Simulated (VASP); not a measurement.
# Ag in VASP: a series of runs, part 2 of 2

VASP 6.6.1. The steps go on from the part before.

## (4) Single point, PBE

This run uses another cell than the first one.

Input file INCAR:

```
SYSTEM = Ag
ALGO = Normal ; DIPOL = 0.5 0.5 0.294
EDIFF = 1E-6 ; ENCUT = 520
GGA = PE ; IDIPOL = 3
ISIF = 2 ; ISMEAR = 0
LASPH = .True. ; LCHARG = .False.
LDIPOL = .True. ; LREAL = .False.
LWAVE = .False. ; NBANDS = 24
NELM = 100 ; PREC = Accurate
SIGMA = 0.1
```

Input file KPOINTS:

```
k-points
0
Gamma
  3 3 1
  0 0 0
```

Input file POSCAR:

```
Ag
1.0
    5.5001800549     -0.0000002750      0.0000000000
   -2.7500897893      4.7632957905      0.0000000000
    0.0000000000      0.0000000000     23.8000000000
Ag
3
Direct
    0.5000000000      0.0000000000      0.2941176471
    0.0000000000      0.5000000000      0.2941176471
    0.5000000000      0.5000000000      0.2941176471
```

Potentials or basis: VASP PAW PBE potentials, release 64 (Ag).

Started as:

```
$ cat potpaw_PBE.64/Ag/POTCAR > POTCAR
$ mpirun -np 1 vasp_std > vasp.out
```

OUTCAR:

```text
SYSTEM = Ag
   EDIFF = 1E-6
   ENCUT = 520
   GGA = PE
   ISIF = 2
   ISMEAR = 0
   LASPH = .True.
   LREAL = .False.
   NELM = 100
   PREC = Accurate

 ion  position               nearest neighbor table
   1  0.500  0.000  0.294-   2 2.75   2 2.75   3 2.75   3 2.75
   2  0.000  0.500  0.294-   3 2.75   3 2.75   1 2.75   1 2.75
   3  0.500  0.500  0.294-   2 2.75   2 2.75   1 2.75   1 2.75

  LATTYP: Found a hexagonal cell.
 ALAT       =     5.5001800549
 C/A-ratio  =     4.3271310689

  Lattice vectors:

 A1 = (   5.5001800549,  -0.0000002750,   0.0000000000)
 A2 = (  -2.7500897893,   4.7632957905,   0.0000000000)
 A3 = (   0.0000000000,   0.0000000000,  23.8000000000)

Analysis of symmetry for initial positions (statically):
=====================================================================
 Subroutine PRICEL returns:
 Original cell was already a primitive cell.

 Routine SETGRP: Setting up the symmetry group for a
 hexagonal supercell.

 Subroutine GETGRP returns: Found 24 space group operations
 (whereof 12 operations were pure point group operations)
[... 154 lines left out ...]
 cond. band min:      -3.7174106160   @ k =   0.3333  -0.0000   0.0000
 fundamental gap:      1.0187744930
 Fermi energy:        -3.7322901505

 k-point     1 :       0.0000    0.0000    0.0000
  band No.  band energies     occupation
      1      -9.2574      2.00000
      2      -8.3350      2.00000
      3      -8.3350      2.00000
      4      -8.0156      2.00000
      5      -7.6896      2.00000
      6      -7.3319      2.00000
[... 70 lines left out ...]
     23       2.9417      0.00000
     24       3.0512      0.00000

------------------------ aborting loop because EDIFF is reached ----------------------------------------

 vacuum level on the upper side and lower side of the slab       (xc-potential included)        -0.008        -0.008

  FORCE on cell =-STRESS in cart. coord.  units (eV):
  Direction    XX          YY          ZZ          XY          YZ          ZX
  --------------------------------------------------------------------------------------
  -------------------------------------------------------------------------------------
  Total       -0.2073371     -0.2073371     -0.0285964      0.0000000      0.0000000      0.0000000
  in kB       -0.5327533     -0.5327533     -0.0734786      0.0000000      0.0000000      0.0000000
  external PRESSURE =      -0.3796618 kB  Pullay stress =       0.0000000 kB

 VOLUME and BASIS-vectors are now :
 -----------------------------------------------------------------------------
  energy-cutoff  :      520.00
  volume of cell :      623.54
      direct lattice vectors                 reciprocal lattice vectors
     5.500180055 -0.000000275  0.000000000     0.181812235  0.104969331  0.000000000
    -2.750089789  4.763295790  0.000000000     0.000000010  0.209938680  0.000000000
     0.000000000  0.000000000 23.800000000     0.000000000  0.000000000  0.042016807

 POSITION                                       TOTAL-FORCE (eV/Angst)
 -----------------------------------------------------------------------------------
      2.75009     -0.00000      7.00000        -0.000000      0.000000      0.000000
     -1.37504      2.38165      7.00000         0.000000      0.000000     -0.000000
      1.37505      2.38165      7.00000         0.000000     -0.000000      0.000000
 -----------------------------------------------------------------------------------
    total drift:                                0.000000      0.000000     -0.000126

  FREE ENERGIE OF THE ION-ELECTRON SYSTEM (eV)
  ---------------------------------------------------
  free  energy   TOTEN  =        -5.5423253736 eV

  energy  without entropy=       -5.5055363297  energy(sigma->0) =       -5.52393085

 vacuum level on the upper side and lower side of the slab         1.047         1.047
```

OSZICAR:

```text
N       E                     dE             d eps       ncg     rms          rms(c)
DAV:   1     0.229430939230E+03    0.22943E+03   -0.90962E+03   144   0.916E+02
DAV:   2     0.129057431934E+02   -0.21653E+03   -0.20068E+03   224   0.167E+02
DAV:   3    -0.552308506989E+01   -0.18429E+02   -0.17962E+02   184   0.604E+01
[... 12 lines left out ...]
DAV:  16    -0.554229650160E+01   -0.58850E-04   -0.27066E-06   120   0.384E-03    0.628E-04
DAV:  17    -0.554232048246E+01   -0.23981E-04   -0.10393E-06   128   0.229E-03    0.263E-04
DAV:  18    -0.554232257961E+01   -0.20971E-05   -0.27617E-08   112   0.614E-04    0.168E-04
DAV:  19    -0.554232524869E+01   -0.26691E-05   -0.84024E-08   104   0.559E-04    0.595E-05
DAV:  20    -0.554232537360E+01   -0.12490E-06   -0.17325E-09   104   0.149E-04
   1 F= -.55423254E+01 E0= -.55239309E+01  d E =-.367890E-01
```

stdout:

```text
POSCAR found type information on POSCAR Ag
 POSCAR found :  1 types and       3 ions
 scaLAPACK will be used
 LDA part: xc-table for (Slater+PW92), standard interpolation
 POSCAR, INCAR and KPOINTS ok, starting setup
 FFT: planning ... GRIDC
 FFT: planning ... GRID_SOFT
 FFT: planning ... GRID
 WAVECAR not read
 entering main loop
```

It took 2.1 min on 1 thread of AMD EPYC 9R45 (Zen 5), shared host; peak memory 0.54 GiB.

Results:

* Free energy: -5.5423 eV
* Band gap on the k mesh: zero (an odd number of electrons rules out a gap without spin polarisation)

Levels at points of the mesh, in eV from the Fermi level:
```
           k point  band 13  band 14  band 15  band 16  band 17  band 18  band 19  band 20
(0.00, 0.00, 0.00)    -2.48    -2.48    -2.48    -1.58     1.77     2.47     4.19     4.19
```

Caveat: the k points lie up to 0.44 Å⁻¹ apart, too coarse for converged energies and pressures of a metal.

## (5) Single point, PBE

This run uses another cell than the first one.

Input file INCAR:

```
PREC = Accurate
ENCUT = 520
EDIFF = 1E-7
ISMEAR = 0
SIGMA = 0.1
LREAL = False
LASPH = True
NELM = 60
ALGO = Normal
ISIF = 2
LWAVE = False
LCHARG = False
LDIPOL = True
IDIPOL = 3
DIPOL = 0.5 0.5 0.294
GGA = PE
NBANDS = 24
```

Input file KPOINTS:

```
Automatic mesh
0
Gamma
  6 6 1
```

Input file POSCAR:

```
Ag
1.0
    5.4724203189     -0.0000002736      0.0000000000
   -2.7362099225      4.7392551531      0.0000000000
    0.0000000000      0.0000000000     23.8000000000
Ag
3
Direct
    0.5000000000      0.0000000000      0.2941176471
    0.0000000000      0.5000000000      0.2941176471
    0.5000000000      0.5000000000      0.2941176471
```

Started as:

```
$ cat potpaw_PBE.64/Ag/POTCAR > POTCAR
$ mpirun -np 1 vasp_std > vasp.out
```

Run time: 2.9 min. Hardware: 1 thread of AMD EPYC 9R45 (Zen 5), shared host; peak memory 0.61 GiB.

It converged, with:

| Item | Value |
| --- | --- |
| Free energy | -5.7861 eV |
| Band gap on the k mesh | zero (an odd number of electrons rules out a gap without spin polarisation) |

Levels at points of the mesh, in eV from the Fermi level:
| k point | band 14 | band 15 | band 16 | band 17 | band 18 | band 19 |
| --- | --- | --- | --- | --- | --- | --- |
| (0.00, 0.00, 0.00) | -2.43 | -2.43 | -1.51 | 1.81 | 2.53 | 4.28 |
| (0.50, 0.00, 0.00) | -2.46 | -2.40 | -1.49 | -0.96 | 3.18 | 3.41 |

## (6) Summary

```tsv
cell	k mesh	gap on the mesh (eV)
a = 5.773, b = 5.773, c = 14.000 Å, angles 90.0, 90.0, 120.0°, 3 atoms	3 × 3 × 1	none
a = 5.500, b = 5.500, c = 23.800 Å, angles 90.0, 90.0, 120.0°, 3 atoms	3 × 3 × 1	none
a = 5.472, b = 5.472, c = 23.800 Å, angles 90.0, 90.0, 120.0°, 3 atoms	6 × 6 × 1	none
```

Alike in all rows: task single point; level PBE; potentials or basis VASP PAW PBE potentials, release 64 (Ag); no spin polarisation; cutoff (eV) 520; smearing gaussian 0.1 eV.

Caveats: some runs use coarse meshes.

Total energies depend on the potentials used, so only differences within one code and one set of settings carry meaning.
